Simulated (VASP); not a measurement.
# Zr (P6_3/mmc) in VASP: a series of runs, part 2 of 2

VASP 6.6.1. Earlier steps stand in the parts before.

### Step 3. Single point, PBE

This run uses another cell than the first one, of 23.28 Å³/atom, 1.049 times its volume.

The input, INCAR:

```
PREC     = Accurate       # precision mode
ENCUT    = 520            # plane-wave cutoff, eV
EDIFF    = 1E-7           # SCF threshold, eV
ISMEAR   = 0              # smearing method
SIGMA    = 0.1            # smearing width, eV
LREAL    = F              # projectors in reciprocal space
LASPH    = T              # aspherical terms in the spheres
NELM     = 100            # most SCF steps
ALGO     = Normal         # electronic algorithm
ISIF     = 2              # what is computed and relaxed
LWAVE    = F              # write WAVECAR
LCHARG   = T              # write CHGCAR
GGA      = PE             # functional
LELF     = T              # ELF
LVHAR    = T            
NBANDS   = 19             # bands
```

The input, KPOINTS:

```
Automatic mesh
0
Gamma
  6 6 4
```

The input, POSCAR:

```
Zr
1.0
    3.2320000000      0.0000000000      0.0000000000
   -1.6160000000      2.7989941050      0.0000000000
    0.0000000000      0.0000000000      5.1470000000
Zr
2
Direct
    0.3333333333      0.6666666667      0.2500000000
    0.6666666667      0.3333333333      0.7500000000
```

Potentials or basis: VASP PAW PBE potentials, release 64 (Zr_sv).

Launch:

```bash
> cat potpaw_PBE.64/Zr_sv/POTCAR > POTCAR
> mpirun -np 1 vasp_std > vasp.out
```

OUTCAR:

```text
PREC = Accurate
   ENCUT = 520
   EDIFF = 1E-7
   ISMEAR = 0
   LREAL = F
   LASPH = T
   NELM = 100
   ISIF = 2
   GGA = PE

 ion  position               nearest neighbor table
   1  0.333  0.667  0.250-   2 3.18   2 3.18   2 3.18   2 3.18   2 3.18   2 3.18
   2  0.667  0.333  0.750-   1 3.18   1 3.18   1 3.18   1 3.18   1 3.18   1 3.18

  LATTYP: Found a hexagonal cell.
 ALAT       =     3.2320000000
 C/A-ratio  =     1.5925123762

  Lattice vectors:

 A1 = (   3.2320000000,   0.0000000000,   0.0000000000)
 A2 = (  -1.6160000000,   2.7989941050,   0.0000000000)
 A3 = (   0.0000000000,   0.0000000000,   5.1470000000)

Analysis of symmetry for initial positions (statically):
=====================================================================
 Subroutine PRICEL returns:
 Original cell was already a primitive cell.

 Routine SETGRP: Setting up the symmetry group for a
 hexagonal supercell.

 Subroutine GETGRP returns: Found 24 space group operations
 (whereof 12 operations were pure point group operations)
 out of a pool of 24 trial point group operations.

The static configuration has the point symmetry D_3d.
 The point group associated with its full space group is D_6h.

Analysis of symmetry for dynamics (positions and initial velocities):
=====================================================================
 Subroutine PRICEL returns:
 Original cell was already a primitive cell.

 Routine SETGRP: Setting up the symmetry group for a
 hexagonal supercell.

 Subroutine GETGRP returns: Found 24 space group operations
 (whereof 12 operations were pure point group operations)
 out of a pool of 24 trial point group operations.

The dynamic configuration has the point symmetry D_3d.
 The point group associated with its full space group is D_6h.

 Subroutine INISYM returns: Found 24 space group operations
 (whereof 12 operations are pure point group operations),
 and found     1 'primitive' translations

----------------------------------------------------------------------------------------

                                     Primitive cell

  volume of cell :      46.5616

  direct lattice vectors                    reciprocal lattice vectors
     3.232000000  0.000000000  0.000000000     0.309405941  0.178635603  0.000000000
    -1.616000000  2.798994105  0.000000000     0.000000000  0.357271206  0.000000000
     0.000000000  0.000000000  5.147000000     0.000000000  0.000000000  0.194287935

  length of vectors
     3.232000000  3.232000000  5.147000000     0.357271206  0.357271206  0.194287935

  position of ions in fractional coordinates (direct lattice)
     0.333333333  0.666666667  0.250000000
     0.666666667  0.333333333  0.750000000

  ion indices of the primitive-cell ions
   primitive index   ion index
                 1           1
                 2           2

----------------------------------------------------------------------------------------

 KPOINTS: Automatic mesh

Automatic generation of k-mesh.
 Grid dimensions read from file:
 generate k-points for:    6    6    4

 Generating k-lattice:

  Cartesian coordinates                     Fractional coordinates (reciprocal lattice)
     0.051567657  0.029772601  0.000000000     0.166666667 -0.000000000  0.000000000
     0.000000000  0.059545201  0.000000000     0.000000000  0.166666667  0.000000000
     0.000000000  0.000000000  0.048571984     0.000000000  0.000000000  0.250000000

  Length of vectors
     0.059545201  0.059545201  0.048571984

  Shift w.r.t. Gamma in fractional coordinates (k-lattice)
     0.000000000  0.000000000  0.000000000

 Subroutine IBZKPT returns following result:
 ===========================================

 Found     21 irreducible k-points:

 Following reciprocal coordinates:
            Coordinates               Weight
  0.000000  0.000000  0.000000      1.000000
  0.166667  0.000000  0.000000      6.000000
  0.333333  0.000000  0.000000      6.000000
  0.500000 -0.000000  0.000000      3.000000
  0.166667  0.166667  0.000000      6.000000
  0.333333  0.166667  0.000000     12.000000
[... 13 lines left out ...]
  0.333333  0.166667  0.500000     12.000000
  0.333333  0.333333  0.500000      2.000000
   k-points           NKPTS =     21   k-points in BZ     NKDIM =     21   number of bands    NBANDS=     19
   number of dos      NEDOS =    301   number of ions     NIONS =      2
   total plane-waves  NPLWV =  23040
   dimension x,y,z NGX =    24 NGY =   24 NGZ =   40
   dimension x,y,z NGXF=    48 NGYF=   48 NGZF=   80
   ions per type =               2
   NGX,Y,Z   is equivalent  to a cutoff of  12.34, 12.34, 12.92 a.u.
   NGXF,Y,Z  is equivalent  to a cutoff of  24.69, 24.69, 25.84 a.u.
 SYSTEM =  unknown system
   PREC   = accura    normal or accurate (medium, high low for compatibility)
   ISTART =      0    job   : 0-new  1-cont  2-samecut
   ICHARG =      2    charge: 1-file 2-atom 10-const
   ISPIN  =      1    spin polarized calculation?
   LNONCOLLINEAR =      F non collinear calculations
   LSORBIT =      F    spin-orbit coupling
   LASPH  =      T    aspherical Exc in radial PAW
   ENCUT  =  520.0 eV  38.22 Ry    6.18 a.u.   6.01  6.01  9.57*2*pi/ulx,y,z
   NELM   =    100;   NELMIN=  2; NELMDL= -5     # of ELM steps
   EDIFF  = 0.1E-06   stopping-criterion for ELM
   LREAL  =      F    real-space projection
   EDIFFG = 0.1E-05   stopping-criterion for IOM
   NSW    =      0    number of steps for IOM
   IBRION =     -1    ionic relax: 0-MD 1-quasi-New 2-CG
   NFREE  =      0    steps in history (QN), initial steepest desc. (CG)
   ISIF   =      2    stress and relaxation
   ISYM   =      2    0-nonsym 1-usesym 2-fastsym
   POTIM  = 0.5000    time-step for ionic-motion
   TEBEG  =    0.0;   TEEND  =   0.0 temperature during run
   PSTRESS=    0.0 pullay stress
   NELECT =      24.0000    total number of electrons
   NUPDOWN=      -1.0000    fix difference up-down
   EMIN   =  10.00;   EMAX   =-10.00  energy-range for DOS
   EFERMI =   0.00;   METHOD = LEGACY
   ISMEAR =     0;   SIGMA  =   0.10  broadening in eV -4-tet -1-fermi 0-gaus
   EFERMI_NEDOS =   21; number of points for ismear=-14 and -15
   IALGO  =     38    algorithm
   IMIX   =      4    mixing-type and parameters
     AMIX     =   0.40;   BMIX     =  1.00
     AMIX_MAG =   1.60;   BMIX_MAG =  1.00
  volume/ion in A,a.u.               =      23.28       157.11
  Fermi-wavevector in a.u.,A,eV,Ry     =   1.312611  2.480475 23.442130  1.722948
  Thomas-Fermi vector in A             =   2.442991
   LORBIT       =      0    0 simple, 1 ext, 2 COOP (PROOUT), +10 PAW based schemes
   GGA     = PE    functional components
   LHFCALC =     F    Hartree Fock is set to
   AEXX    =    0.0000 exact exchange contribution
   IVDW    =     0    specifies the selected vdW correction
   LEPSILON=     F    determine dielectric tensor
   LRPA    =     F    only Hartree local field effects (RPA)
 non-spin polarized calculation
 Gauss-broadening in eV      SIGMA  =   0.10
  energy-cutoff  :      520.00
  volume of cell :       46.56
 maximum number of plane-waves:      1284
   NGX = 13   NGY = 13   NGZ = 19

 number of electron      24.0000000 magnetization

 Free energy of the ion-electron system (eV)
  ---------------------------------------------------
  ext. energy  EPLUGINS =         0.00000000
  ---------------------------------------------------
  free energy    TOTEN  =       -17.03728399 eV

  energy without entropy =      -17.02481749  energy(sigma->0) =      -17.03105074

 E-fermi :   9.0484     XC(G=0): -11.0813

 val. band max:        9.0363126709   @ k =   0.0000   0.0000   0.5000
 cond. band min:       9.0876147288   @ k =   0.3333   0.3333   0.2500
 fundamental gap:      0.0513020579
 Fermi energy:         9.0483711019

 k-point     1 :       0.0000    0.0000    0.0000
  band No.  band energies     occupation
      1     -39.8372      2.00000
      2     -39.6825      2.00000
      3     -18.3677      2.00000
      4     -17.4885      2.00000
      5     -17.4885      2.00000
      6     -17.3607      2.00000
[... 11 lines left out ...]
     18      11.1308      0.00000
     19      13.4286      0.00000
[... 419 lines left out ...]
 k-point    21 :       0.3333    0.3333    0.5000
  band No.  band energies     occupation
      1     -39.6654      2.00000
      2     -39.6654      2.00000
      3     -18.1297      2.00000
      4     -18.1297      2.00000
      5     -17.8916      2.00000
      6     -17.8916      2.00000
[... 11 lines left out ...]
     18      13.3831      0.00000
     19      17.0302      0.00000

------------------------ aborting loop because EDIFF is reached ----------------------------------------

  FORCE on cell =-STRESS in cart. coord.  units (eV):
  Direction    XX          YY          ZZ          XY          YZ          ZX
  --------------------------------------------------------------------------------------
  -------------------------------------------------------------------------------------
  Total       -0.0035952     -0.0035952      0.2326032      0.0000000      0.0000000      0.0000000
  in kB       -0.1237102     -0.1237102      8.0038475      0.0000000      0.0000000      0.0000000
  external PRESSURE =       2.5854757 kB  Pullay stress =       0.0000000 kB

 VOLUME and BASIS-vectors are now :
 -----------------------------------------------------------------------------
  energy-cutoff  :      520.00
  volume of cell :       46.56
      direct lattice vectors                 reciprocal lattice vectors
     3.232000000  0.000000000  0.000000000     0.309405941  0.178635603  0.000000000
    -1.616000000  2.798994105  0.000000000     0.000000000  0.357271206  0.000000000
     0.000000000  0.000000000  5.147000000     0.000000000  0.000000000  0.194287935

 POSITION                                       TOTAL-FORCE (eV/Angst)
 -----------------------------------------------------------------------------------
     -0.00000      1.86600      1.28675         0.000000     -0.000000      0.000000
      1.61600      0.93300      3.86025        -0.000000      0.000000      0.000000
 -----------------------------------------------------------------------------------
    total drift:                               -0.000000      0.000000     -0.000000

  FREE ENERGIE OF THE ION-ELECTRON SYSTEM (eV)
  ---------------------------------------------------
  free  energy   TOTEN  =       -17.0372839944 eV

  energy  without entropy=      -17.0248174945  energy(sigma->0) =      -17.03105074
```

Run time: 6.4 s. Hardware: 1 thread of Intel Xeon 6975P-C (Granite Rapids), shared host; peak memory 0.15 GiB.

Results:

```yaml
Free_energy: -17.0373 eV
Pressure: 0.3 GPa
Band_gap_on_the_k_mesh: zero (band 12 reaches 9.86 eV, above the bottom of band 13 at 8.96 eV)
```

Levels at points of the mesh, in eV from the Fermi level:
| k point | band 9 | band 10 | band 11 | band 12 | band 13 | band 14 | band 15 | band 16 |
| --- | --- | --- | --- | --- | --- | --- | --- | --- |
| (0.00, 0.00, 0.00) | -5.71 | -3.09 | 0.81 | 0.81 | 0.96 | 1.12 | 1.51 | 1.51 |
| (0.50, 0.00, 0.00) | -2.62 | -2.56 | -2.19 | -0.27 | 0.48 | 0.73 | 1.41 | 4.84 |
| (0.00, 0.00, 0.50) | -4.00 | -4.00 | -0.01 | -0.01 | 0.72 | 0.72 | 0.72 | 0.72 |
| (0.50, 0.00, 0.50) | -2.92 | -2.92 | -1.11 | -1.11 | 1.57 | 1.57 | 2.15 | 2.15 |

Caveat: the k points lie up to 0.37 Å⁻¹ apart.
